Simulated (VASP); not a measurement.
# MoS2 (P-3m1) in VASP: further runs, part 2 of 2

VASP 6.6.1. The steps go on from the part before.

### 4 Single point, LDA

Input file INCAR:

```
  PREC = Accurate
  ENCUT = 500
  EDIFF = 1E-6
  ISMEAR = -1
  SIGMA = 0.1
  LREAL = F
  LASPH = T
  NELM = 120
  ALGO = Normal
  ISIF = 2
  LWAVE = F
  LCHARG = F
  GGA = CA
  NBANDS = 20
  GGA_COMPAT = F
```

Input file KPOINTS:

```
Automatic mesh
0
Gamma
  5 5 2
```

Input file POSCAR:

```
MoS2
1.0
    3.2274600000      0.0000000000      0.0000000000
   -1.6137300000      2.7950700000      0.0000000000
    0.0000000000      0.0000000000      6.3124700000
Mo S
1 2
Direct
    0.0000000000      0.0000000000      0.5000000000
    0.3333333333      0.6666666667      0.2553200000
    0.6666666667      0.3333333333      0.7446800000
```

Potentials or basis: VASP PAW LDA potentials, release 64 (Mo_sv, S).

Command:

```bash
$ cat potpaw_LDA.64/Mo_sv/POTCAR potpaw_LDA.64/S/POTCAR > POTCAR
$ mpirun -np 1 vasp_std > vasp.out
```

OUTCAR:

```text
PREC = Accurate
   ENCUT = 500
   EDIFF = 1E-6
   ISMEAR = -1
   LREAL = F
   LASPH = T
   NELM = 120
   ISIF = 2
   GGA = CA

 ion  position               nearest neighbor table
   1  0.000  0.000  0.500-   2 2.42   3 2.42   3 2.42   2 2.42   3 2.42   2 2.42
   2  0.333  0.667  0.255-   1 2.42   1 2.42   1 2.42
   3  0.667  0.333  0.745-   1 2.42   1 2.42   1 2.42

  LATTYP: Found a hexagonal cell.
 ALAT       =     3.2274600000
 C/A-ratio  =     1.9558631246

  Lattice vectors:

 A1 = (   3.2274600000,   0.0000000000,   0.0000000000)
 A2 = (  -1.6137300000,   2.7950700000,   0.0000000000)
 A3 = (   0.0000000000,   0.0000000000,   6.3124700000)

Analysis of symmetry for initial positions (statically):
=====================================================================
 Subroutine PRICEL returns:
 Original cell was already a primitive cell.

 Routine SETGRP: Setting up the symmetry group for a
 hexagonal supercell.

 Subroutine GETGRP returns: Found 12 space group operations
[... 147 lines left out ...]
  ---------------------------------------------------
  free energy    TOTEN  =       -23.55894634 eV

  energy without entropy =      -23.49996434  energy(sigma->0) =      -23.52945534

 E-fermi :   6.5947     XC(G=0): -10.7685

 val. band max:        6.4702656373   @ k =   0.0000   0.0000   0.0000
 cond. band min:       6.6057755373   @ k =   0.4000   0.2000   0.0000
 fundamental gap:      0.1355099000
 Fermi energy:         6.5946516717

 k-point     1 :       0.0000    0.0000    0.0000
  band No.  band energies     occupation
      1     -54.6627      2.00000
      2     -28.9033      2.00000
      3     -28.8486      2.00000
      4     -28.8485      2.00000
      5      -7.9949      2.00000
      6      -6.5282      2.00000
[... 219 lines left out ...]
     19      13.8910      0.00000
     20      15.6617      0.00000

------------------------ aborting loop because EDIFF is reached ----------------------------------------

  FORCE on cell =-STRESS in cart. coord.  units (eV):
  Direction    XX          YY          ZZ          XY          YZ          ZX
  --------------------------------------------------------------------------------------
  -------------------------------------------------------------------------------------
  Total       -2.2508100     -2.2508223     -1.6825131     -0.0000000      0.0000000      0.0000000
  in kB      -63.3281108    -63.3284575    -47.3386800     -0.0000000      0.0000000      0.0000000
  external PRESSURE =     -57.9984161 kB  Pullay stress =       0.0000000 kB

 VOLUME and BASIS-vectors are now :
 -----------------------------------------------------------------------------
  energy-cutoff  :      500.00
  volume of cell :       56.94
      direct lattice vectors                 reciprocal lattice vectors
     3.227460000  0.000000000  0.000000000     0.309841175  0.178886396  0.000000000
    -1.613730000  2.795070000  0.000000000     0.000000000  0.357772793  0.000000000
     0.000000000  0.000000000  6.312470000     0.000000000  0.000000000  0.158416594

 POSITION                                       TOTAL-FORCE (eV/Angst)
 -----------------------------------------------------------------------------------
      0.00000      0.00000      3.15624         0.000000      0.000000     -0.000000
     -0.00000      1.86338      1.61170         0.000000     -0.000000      0.213117
      1.61373      0.93169      4.70077        -0.000000      0.000000     -0.213117
 -----------------------------------------------------------------------------------
    total drift:                                0.000000      0.000000      0.000000

  FREE ENERGIE OF THE ION-ELECTRON SYSTEM (eV)
  ---------------------------------------------------
  free  energy   TOTEN  =       -23.5589463355 eV

  energy  without entropy=      -23.4999643440  energy(sigma->0) =      -23.52945534
```

OSZICAR:

```text
N       E                     dE             d eps       ncg     rms          rms(c)
DAV:   1     0.191746816962E+03    0.19175E+03   -0.14530E+04   440   0.118E+03
DAV:   2    -0.170930052047E+02   -0.20884E+03   -0.20393E+03   468   0.319E+02
DAV:   3    -0.251302478146E+02   -0.80372E+01   -0.79534E+01   504   0.597E+01
DAV:   4    -0.252177608667E+02   -0.87513E-01   -0.87406E-01   464   0.653E+00
DAV:   5    -0.252192872247E+02   -0.15264E-02   -0.15262E-02   500   0.835E-01    0.229E+01
DAV:   6    -0.241299006277E+02    0.10894E+01   -0.14365E+01   416   0.220E+01    0.879E+00
DAV:   7    -0.237304315781E+02    0.39947E+00   -0.61002E+00   416   0.141E+01    0.620E+00
DAV:   8    -0.235608212017E+02    0.16961E+00   -0.80801E-01   448   0.532E+00    0.146E+00
DAV:   9    -0.235604248911E+02    0.39631E-03   -0.23595E-02   456   0.950E-01    0.474E-01
DAV:  10    -0.235590760562E+02    0.13488E-02   -0.10414E-02   444   0.654E-01    0.997E-02
DAV:  11    -0.235589661570E+02    0.10990E-03   -0.65025E-04   448   0.169E-01    0.609E-02
DAV:  12    -0.235589487499E+02    0.17407E-04   -0.53486E-05   448   0.456E-02    0.227E-02
DAV:  13    -0.235589465196E+02    0.22303E-05   -0.36551E-05   468   0.344E-02    0.103E-02
DAV:  14    -0.235589463355E+02    0.18416E-06   -0.41064E-06   372   0.131E-02
   1 F= -.23558946E+02 E0= -.23529455E+02  d E =-.589820E-01
```

stdout:

```text
POSCAR found type information on POSCAR MoS
 POSCAR found :  2 types and       3 ions
 scaLAPACK will be used
 LDA part: xc-table for (Slater(with rela. corr.)+CA(PZ))
 , standard interpolation
 POSCAR, INCAR and KPOINTS ok, starting setup
 FFT: planning ... GRIDC
 FFT: planning ... GRID_SOFT
 FFT: planning ... GRID
 WAVECAR not read
 entering main loop
```

Wall time 8.2 s (1 thread of Intel Xeon Platinum 8488C (Sapphire Rapids), shared host); peak memory 0.14 GiB.

Results:

| Item | Value |
| --- | --- |
| Free energy | -23.5589 eV |
| Pressure | -5.8 GPa |
| Largest force | 0.213 eV/Å |
| Band gap on the k mesh | zero (band 13 reaches 6.61 eV, above the bottom of band 14 at 6.40 eV) |

Forces on the atoms (eV/Å):
```
Mo   0.000  0.000  0.000
S    0.000  0.000  0.213
S    0.000  0.000 -0.213
```

Stress tensor (GPa, compression positive):
```
-6.33  0.00  0.00
 0.00 -6.33  0.00
 0.00  0.00 -4.73
```

Caveat: the k points lie up to 0.50 Å⁻¹ apart.

### 5 Single point, LDA

Input file INCAR:

```
ALGO = Normal ; EDIFF = 1E-6
ENCUT = 500 ; GGA_COMPAT = F
ISIF = 2 ; ISMEAR = -1
LASPH = T ; LCHARG = T
LELF = T ; LREAL = F
LVHAR = T ; LWAVE = F
NBANDS = 20 ; NELM = 120
PREC = Accurate ; SIGMA = 0.1
```

Input file KPOINTS:

```
k-points
0
Gamma
  6 6 3
```

POSCAR is that of step 4.

Command:

```bash
$ cat potpaw_LDA.64/Mo_sv/POTCAR potpaw_LDA.64/S/POTCAR > POTCAR
$ mpirun -np 1 vasp_std > vasp.out
```

Wall time 13 s (1 thread of Intel Xeon Platinum 8488C (Sapphire Rapids), shared host); peak memory 0.15 GiB.

It converged, with:

```
Free energy            : -23.5824 eV
Pressure               : -5.8 GPa
Largest force          : 0.155 eV/Å
Band gap on the k mesh : zero (band 13 reaches 7.35 eV, above the bottom of band 14 at 6.43 eV)
```

Forces on the atoms (eV/Å):
```
Mo   0.000  0.000  0.000
S    0.000  0.000  0.155
S    0.000  0.000 -0.155
```

Stress tensor (GPa, compression positive):
```
-6.90  0.00  0.00
 0.00 -6.90  0.00
 0.00  0.00 -3.61
```

Levels at points of the mesh, in eV from the Fermi level:
```tsv
k point	band 9	band 10	band 11	band 12	band 13	band 14	band 15	band 16	band 17	band 18
(0.00, 0.00, 0.00)	-3.93	-1.70	-1.01	-0.87	-0.87	-0.18	-0.18	3.30	3.30	6.10
(0.50, 0.00, 0.00)	-4.64	-3.99	-3.06	-1.63	-1.62	1.01	1.78	3.74	3.83	5.65
```

Caveat: the k points lie up to 0.37 Å⁻¹ apart.

### 6 Single point, LDA

Input file INCAR:

```
  ALGO = Normal
  EDIFF = 1E-6
  ENCUT = 500
  GGA_COMPAT = F
  ISIF = 2
  ISMEAR = -1
  LASPH = T
  LCHARG = T
  LELF = T
  LREAL = F
  LVHAR = T
  LWAVE = F
  NBANDS = 20
  NELM = 120
  PREC = Accurate
  SIGMA = 0.1
```

Input file KPOINTS:

```
k-points
0
Gamma
  7 7 4
```

POSCAR is that of step 5.

Potentials or basis: VASP PAW LDA potentials, release 64 (Mo_sv, S).

Command:

```bash
$ cat potpaw_LDA.64/Mo_sv/POTCAR potpaw_LDA.64/S/POTCAR > POTCAR
$ mpirun -np 1 vasp_std > vasp.out
```

It took 20 s on 1 thread of Intel Xeon Platinum 8488C (Sapphire Rapids), shared host; peak memory 0.16 GiB.

It converged, with:

| Property | Result |
| --- | --- |
| Free energy | -23.5655 eV |
| Pressure | -5.6 GPa |
| Largest force | 0.154 eV/Å |
| Band gap on the k mesh | zero (band 13 reaches 7.04 eV, above the bottom of band 14 at 6.41 eV) |

Forces in eV/Å, atoms in the order of the input:
```
Mo   0.000  0.000  0.000
S    0.000  0.000  0.154
S    0.000  0.000 -0.154
```

Stress tensor (GPa, compression positive):
```
-6.61  0.00  0.00
 0.00 -6.61  0.00
 0.00  0.00 -3.63
```

Levels at points of the mesh, in eV from the Fermi level:
| k point | band 11 | band 12 | band 13 | band 14 | band 15 | band 16 |
| --- | --- | --- | --- | --- | --- | --- |
| (0.00, 0.00, 0.00) | -1.14 | -1.00 | -1.00 | -0.31 | -0.31 | 3.18 |
| (0.00, 0.00, 0.50) | -1.01 | -1.01 | -0.38 | -0.38 | -0.10 | 3.34 |

### 7 The runs side by side

```csv
k mesh,gap on the mesh (eV),pressure (GPa),largest force (eV/Å)
3 × 3 × 2,none,-5.6,0.59
4 × 4 × 2,none,-5.2,0.29
5 × 5 × 2,none,-5.8,0.21
6 × 6 × 3,none,-5.8,0.15
7 × 7 × 4,none,-5.6,0.15
```

Alike in all rows: task single point; level LDA; potentials or basis VASP PAW LDA potentials, release 64 (Mo_sv, S); no spin polarisation; cell as given; cutoff (eV) 500; smearing fermi-dirac 0.1 eV.

Caveats: some runs use coarse meshes.

Total energies depend on the potentials used, so only differences within one code and one set of settings carry meaning.
